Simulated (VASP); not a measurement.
# AgCl (rocksalt type) (Fm-3m) in VASP: electric field gradients with PBE

Aim: the electric field gradients of AgCl (rocksalt type) with PBE.

Everything below comes from runs of VASP 6.6.1. Logs are shortened: lines on timing, memory, paths and dates and some standing lists are left out, and cuts for length are marked.

## Step 1: The cell of the first run

The structure is cubic, space group Fm-3m (No. 225). The conventional cell has a = 5.720 Å, b = 5.720 Å, c = 5.720 Å, α = 90.00°, β = 90.00°, γ = 90.00°. Within 3.8 Å of Ag (site symmetry m-3m) lie 6 Cl at 2.86 Å. Cl (site symmetry m-3m) has 6 Ag at 2.86 Å within 3.8 Å.

## Step 2: Electric field gradients, PBE (23.40 Å³/atom)

INCAR

```
PREC = Accurate ; ENCUT = 520
EDIFF = 1E-8 ; ISMEAR = -1
SIGMA = 0.08 ; LREAL = F
LASPH = T ; NELM = 60
ALGO = Normal ; ISIF = 2
LWAVE = F ; LCHARG = F
GGA = PE ; LEFG = T
NBANDS = 16
```

KPOINTS

```
Automatic mesh
0
Gamma
  12 12 12
```

POSCAR

```
AgCl
1.0
    0.0000000000      2.8602219298      2.8602219298
    2.8602219298      0.0000000000      2.8602219298
    2.8602219298      2.8602219298      0.0000000000
Ag Cl
1 1
Direct
    0.0000000000      0.0000000000      0.0000000000
    0.5000000000      0.5000000000      0.5000000000
```

Potentials or basis: VASP PAW PBE potentials, release 64 (Ag, Cl).

Run with:

```console
cat potpaw_PBE.64/Ag/POTCAR potpaw_PBE.64/Cl/POTCAR > POTCAR
mpirun -np 1 vasp_std > vasp.out
```

OUTCAR:

```text
PREC = Accurate
   ENCUT = 520
   EDIFF = 1E-8
   ISMEAR = -1
   LREAL = F
   LASPH = T
   NELM = 60
   ISIF = 2
   GGA = PE

 ion  position               nearest neighbor table
   1  0.000  0.000  0.000-   2 2.86   2 2.86   2 2.86   2 2.86   2 2.86   2 2.86
   2  0.500  0.500  0.500-   1 2.86   1 2.86   1 2.86   1 2.86   1 2.86   1 2.86

  LATTYP: Found a face centered cubic cell.
 ALAT       =     5.7204438596

  Lattice vectors:

 A1 = (   0.0000000000,   2.8602219298,   2.8602219298)
 A2 = (   2.8602219298,   0.0000000000,   2.8602219298)
 A3 = (   2.8602219298,   2.8602219298,   0.0000000000)

Analysis of symmetry for initial positions (statically):
=====================================================================
 Subroutine PRICEL returns:
 Original cell was already a primitive cell.

 Routine SETGRP: Setting up the symmetry group for a
 face centered cubic supercell.

 Subroutine GETGRP returns: Found 48 space group operations
 (whereof 48 operations were pure point group operations)
 out of a pool of 48 trial point group operations.

The static configuration has the point symmetry O_h .

Analysis of symmetry for dynamics (positions and initial velocities):
=====================================================================
 Subroutine PRICEL returns:
 Original cell was already a primitive cell.

 Routine SETGRP: Setting up the symmetry group for a
 face centered cubic supercell.

 Subroutine GETGRP returns: Found 48 space group operations
 (whereof 48 operations were pure point group operations)
 out of a pool of 48 trial point group operations.

The dynamic configuration has the point symmetry O_h .

 Subroutine INISYM returns: Found 48 space group operations
 (whereof 48 operations are pure point group operations),
 and found     1 'primitive' translations

----------------------------------------------------------------------------------------

                                     Primitive cell

  volume of cell :      46.7982

  direct lattice vectors                    reciprocal lattice vectors
     0.000000000  2.860221930  2.860221930    -0.174811610  0.174811610  0.174811610
     2.860221930  0.000000000  2.860221930     0.174811610 -0.174811610  0.174811610
     2.860221930  2.860221930  0.000000000     0.174811610  0.174811610 -0.174811610

  length of vectors
     4.044964645  4.044964645  4.044964645     0.302782590  0.302782590  0.302782590

  position of ions in fractional coordinates (direct lattice)
     0.000000000  0.000000000  0.000000000
     0.500000000  0.500000000  0.500000000

  ion indices of the primitive-cell ions
   primitive index   ion index
                 1           1
                 2           2

----------------------------------------------------------------------------------------

 KPOINTS: Automatic mesh

Automatic generation of k-mesh.
 Grid dimensions read from file:
 generate k-points for:   12   12   12

 Generating k-lattice:

  Cartesian coordinates                     Fractional coordinates (reciprocal lattice)
    -0.014567634  0.014567634  0.014567634     0.083333333  0.000000000  0.000000000
     0.014567634 -0.014567634  0.014567634     0.000000000  0.083333333  0.000000000
     0.014567634  0.014567634 -0.014567634     0.000000000  0.000000000  0.083333333

  Length of vectors
     0.025231882  0.025231882  0.025231882

  Shift w.r.t. Gamma in fractional coordinates (k-lattice)
     0.000000000  0.000000000  0.000000000

 Subroutine IBZKPT returns following result:
 ===========================================

 Found     72 irreducible k-points:

 Following reciprocal coordinates:
            Coordinates               Weight
  0.000000  0.000000  0.000000      1.000000
  0.083333  0.000000  0.000000      8.000000
  0.166667  0.000000  0.000000      8.000000
  0.250000  0.000000  0.000000      8.000000
  0.333333  0.000000  0.000000      8.000000
  0.416667  0.000000  0.000000      8.000000
[... 16 lines left out ...]
  0.500000  0.166667  0.000000     24.000000
 -0.416667  0.166667  0.000000     24.000000
 [... further k-points ...]
   k-points           NKPTS =     72   k-points in BZ     NKDIM =     72   number of bands    NBANDS=     16
   number of dos      NEDOS =    301   number of ions     NIONS =      2
   total plane-waves  NPLWV =  27000
   dimension x,y,z NGX =    30 NGY =   30 NGZ =   30
   dimension x,y,z NGXF=    60 NGYF=   60 NGZF=   60
   ions per type =               1   1
   NGX,Y,Z   is equivalent  to a cutoff of  12.33, 12.33, 12.33 a.u.
   NGXF,Y,Z  is equivalent  to a cutoff of  24.66, 24.66, 24.66 a.u.
 SYSTEM =  unknown system
   PREC   = accura    normal or accurate (medium, high low for compatibility)
   ISTART =      0    job   : 0-new  1-cont  2-samecut
   ICHARG =      2    charge: 1-file 2-atom 10-const
   ISPIN  =      1    spin polarized calculation?
   LNONCOLLINEAR =      F non collinear calculations
   LSORBIT =      F    spin-orbit coupling
   LASPH  =      T    aspherical Exc in radial PAW
   ENCUT  =  520.0 eV  38.22 Ry    6.18 a.u.   7.52  7.52  7.52*2*pi/ulx,y,z
   NELM   =     60;   NELMIN=  2; NELMDL= -5     # of ELM steps
   EDIFF  = 0.1E-07   stopping-criterion for ELM
   LREAL  =      F    real-space projection
   EDIFFG = 0.1E-06   stopping-criterion for IOM
   NSW    =      0    number of steps for IOM
   IBRION =     -1    ionic relax: 0-MD 1-quasi-New 2-CG
   NFREE  =      0    steps in history (QN), initial steepest desc. (CG)
   ISIF   =      2    stress and relaxation
   ISYM   =      2    0-nonsym 1-usesym 2-fastsym
   POTIM  = 0.5000    time-step for ionic-motion
   TEBEG  =    0.0;   TEEND  =   0.0 temperature during run
   PSTRESS=    0.0 pullay stress
   NELECT =      18.0000    total number of electrons
   NUPDOWN=      -1.0000    fix difference up-down
   EMIN   =  10.00;   EMAX   =-10.00  energy-range for DOS
   EFERMI =   0.00;   METHOD = LEGACY
   ISMEAR =    -1;   SIGMA  =   0.08  broadening in eV -4-tet -1-fermi 0-gaus
   EFERMI_NEDOS =   21; number of points for ismear=-14 and -15
   IALGO  =     38    algorithm
   IMIX   =      4    mixing-type and parameters
     AMIX     =   0.40;   BMIX     =  1.00
     AMIX_MAG =   1.60;   BMIX_MAG =  1.00
  volume/ion in A,a.u.               =      23.40       157.90
  Fermi-wavevector in a.u.,A,eV,Ry     =   1.190573  2.249856 19.285761  1.417463
  Thomas-Fermi vector in A             =   2.326654
   LORBIT       =      0    0 simple, 1 ext, 2 COOP (PROOUT), +10 PAW based schemes
   GGA     = PE    functional components
   LHFCALC =     F    Hartree Fock is set to
   AEXX    =    0.0000 exact exchange contribution
   IVDW    =     0    specifies the selected vdW correction
   LEPSILON=     F    determine dielectric tensor
   LRPA    =     F    only Hartree local field effects (RPA)
 non-spin polarized calculation
  energy-cutoff  :      520.00
  volume of cell :       46.80
 maximum number of plane-waves:      1283
   NGX = 15   NGY = 15   NGZ = 15

 number of electron      18.0000002 magnetization

 Free energy of the ion-electron system (eV)
  ---------------------------------------------------
  ext. energy  EPLUGINS =         0.00000000
  ---------------------------------------------------
  free energy    TOTEN  =        -5.38246612 eV

  energy without entropy =       -5.38242287  energy(sigma->0) =       -5.38244450

 E-fermi :   3.3548     XC(G=0):  -9.4855

 val. band max:        2.6981013354   @ k =   0.5000   0.0000   0.0000
 cond. band min:       3.6473529778   @ k =   0.0000   0.0000   0.0000
 fundamental gap:      0.9492516424
 Fermi energy:         3.3547679767

 k-point     1 :       0.0000    0.0000    0.0000
  band No.  band energies     occupation
      1     -11.8618      2.00000
      2       0.5937      2.00000
      3       0.5937      2.00000
      4       0.5937      2.00000
      5       0.6302      2.00000
      6       0.6302      2.00000
[... 8 lines left out ...]
     15      15.4749      0.00000
     16      15.4749      0.00000

 k-point     2 :       0.0833    0.0000    0.0000
  band No.  band energies     occupation
      1     -11.8408      2.00000
      2       0.2495      2.00000
      3       0.2495      2.00000
      4       0.2878      2.00000
      5       0.6153      2.00000
      6       0.6153      2.00000
[... 8 lines left out ...]
     15      14.7682      0.00000
     16      15.2634      0.00000

 k-point     3 :       0.1667    0.0000    0.0000
  band No.  band energies     occupation
      1     -11.7827      2.00000
      2      -0.2893      2.00000
      3      -0.1336      2.00000
      4      -0.1336      2.00000
      5       0.6658      2.00000
      6       0.6658      2.00000
[... 8 lines left out ...]
     15      14.5788      0.00000
     16      15.0778      0.00000

 k-point     4 :       0.2500    0.0000    0.0000
  band No.  band energies     occupation
      1     -11.7010      2.00000
      2      -0.8844      2.00000
      3      -0.4510      2.00000
      4      -0.4510      2.00000
      5       0.7362      2.00000
      6       0.7362      2.00000
[... 8 lines left out ...]
     15      14.9347      0.00000
     16      15.0049      0.00000

 k-point     5 :       0.3333    0.0000    0.0000
  band No.  band energies     occupation
      1     -11.6165      2.00000
      2      -1.3745      2.00000
      3      -0.6876      2.00000
      4      -0.6876      2.00000
      5       0.8082      2.00000
      6       0.8082      2.00000
[... 8 lines left out ...]
     15      15.5099      0.00000
     16      15.5099      0.00000

 k-point     6 :       0.4167    0.0000    0.0000
  band No.  band energies     occupation
      1     -11.5527      2.00000
      2      -1.6934      2.00000
      3      -0.8334      2.00000
      4      -0.8334      2.00000
      5       0.8620      2.00000
      6       0.8620      2.00000
[... 8 lines left out ...]
     15      16.1323      0.00000
     16      16.1323      0.00000
[... 267 lines left out ...]
 k-point    21 :       0.3333    0.1667    0.0000
  band No.  band energies     occupation
      1     -11.6340      2.00000
      2      -1.2175      2.00000
      3      -0.4145      2.00000
      4      -0.3050      2.00000
      5       0.6294      2.00000
      6       0.8335      2.00000
[... 8 lines left out ...]
     15      16.5427      0.00000
     16      16.9367      0.00000

 k-point    22 :       0.4167    0.1667    0.0000
  band No.  band energies     occupation
      1     -11.5676      2.00000
      2      -1.3997      2.00000
      3      -0.7148      2.00000
      4      -0.5606      2.00000
      5       0.7156      2.00000
      6       0.8884      2.00000
[... 8 lines left out ...]
     15      16.8355      0.00000
     16      17.0236      0.00000

 k-point    23 :       0.5000    0.1667    0.0000
  band No.  band energies     occupation
      1     -11.5243      2.00000
      2      -1.5319      2.00000
      3      -0.8463      2.00000
      4      -0.7395      2.00000
      5       0.7983      2.00000
      6       0.9021      2.00000
[... 8 lines left out ...]
     15      16.6983      0.00000
     16      17.3956      0.00000

 k-point    24 :      -0.4167    0.1667    0.0000
  band No.  band energies     occupation
      1     -11.5169      2.00000
      2      -1.5767      2.00000
      3      -0.8321      2.00000
      4      -0.8081      2.00000
      5       0.8523      2.00000
      6       0.8772      2.00000
[... 8 lines left out ...]
     15      15.9875      0.00000
     16      16.9707      0.00000

 [... further k-points ...]

------------------------ aborting loop because EDIFF is reached ----------------------------------------

  FORCE on cell =-STRESS in cart. coord.  units (eV):
  Direction    XX          YY          ZZ          XY          YZ          ZX
  --------------------------------------------------------------------------------------
  -------------------------------------------------------------------------------------
  Total       -0.6377280     -0.6377280     -0.6377280      0.0000000      0.0000000      0.0000000
  in kB      -21.8331733    -21.8331733    -21.8331733      0.0000000      0.0000000      0.0000000
  external PRESSURE =     -21.8331733 kB  Pullay stress =       0.0000000 kB

 VOLUME and BASIS-vectors are now :
 -----------------------------------------------------------------------------
  energy-cutoff  :      520.00
  volume of cell :       46.80
      direct lattice vectors                 reciprocal lattice vectors
     0.000000000  2.860221930  2.860221930    -0.174811610  0.174811610  0.174811610
     2.860221930  0.000000000  2.860221930     0.174811610 -0.174811610  0.174811610
     2.860221930  2.860221930  0.000000000     0.174811610  0.174811610 -0.174811610

 POSITION                                       TOTAL-FORCE (eV/Angst)
 -----------------------------------------------------------------------------------
      0.00000      0.00000      0.00000         0.000000      0.000000      0.000000
      2.86022      2.86022      2.86022        -0.000000     -0.000000     -0.000000
 -----------------------------------------------------------------------------------
    total drift:                               -0.000000      0.000000      0.000000

  FREE ENERGIE OF THE ION-ELECTRON SYSTEM (eV)
  ---------------------------------------------------
  free  energy   TOTEN  =        -5.3824661203 eV

  energy  without entropy=       -5.3824228745  energy(sigma->0) =       -5.38244450

 Electric field gradients (V/A^2)
---------------------------------------------------------------------
 ion       V_xx      V_yy      V_zz      V_xy      V_xz      V_yz
---------------------------------------------------------------------
   1      -0.000    -0.000    -0.000     0.001     0.001     0.001
   2       0.000     0.000     0.000     0.000     0.000     0.000
---------------------------------------------------------------------

 Electric field gradients after diagonalization (V/A^2)
 (convention: |V_zz| > |V_xx| > |V_yy|)
----------------------------------------------------------------------
 ion       V_xx      V_yy      V_zz     asymmetry (V_yy - V_xx)/ V_zz
----------------------------------------------------------------------
   1      -0.001    -0.001     0.003       0.000
   2      -0.000    -0.000     0.001       0.000
----------------------------------------------------------------------

           NMR quadrupolar parameters

 Cq : quadrupolar parameter    Cq=e*Q*V_zz/h
 eta: asymmetry parameters     (V_yy - V_xx)/ V_zz
 Q  : nuclear electric quadrupole moment in mb (millibarn)
----------------------------------------------------------------------
 ion       Cq(MHz)       eta       Q (mb)
----------------------------------------------------------------------
   1       0.000       0.000       1.000
   2       0.000       0.000       1.000
----------------------------------------------------------------------
```

Run time: 32 s. Hardware: 1 thread of Intel Xeon Platinum 8488C (Sapphire Rapids), shared host; peak memory 0.2 GiB.

Results:

| Quantity | Value |
| --- | --- |
| Free energy | -5.3825 eV |
| Pressure | -2.2 GPa |
| Band gap on the k mesh | 0.95 eV (least direct gap 2.82 eV) |
| Largest electric field gradient by atom | zero within the noise of the run |

Levels at points of the mesh, in eV from the valence-band top:
```csv
k point,band 6,band 7,band 8,band 9,band 10,band 11,band 12,band 13
"(0.00, 0.00, 0.00)",-2.07,-1.95,-1.95,-1.95,0.95,10.89,10.89,10.89
"(0.50, 0.00, 0.00)",-1.82,-1.54,0.00,0.00,4.48,6.05,7.82,7.82
"(0.50, 0.50, 0.00)",-1.92,-1.72,-1.72,-1.69,2.52,8.16,8.35,11.05
```

A k mesh can miss the band edges.
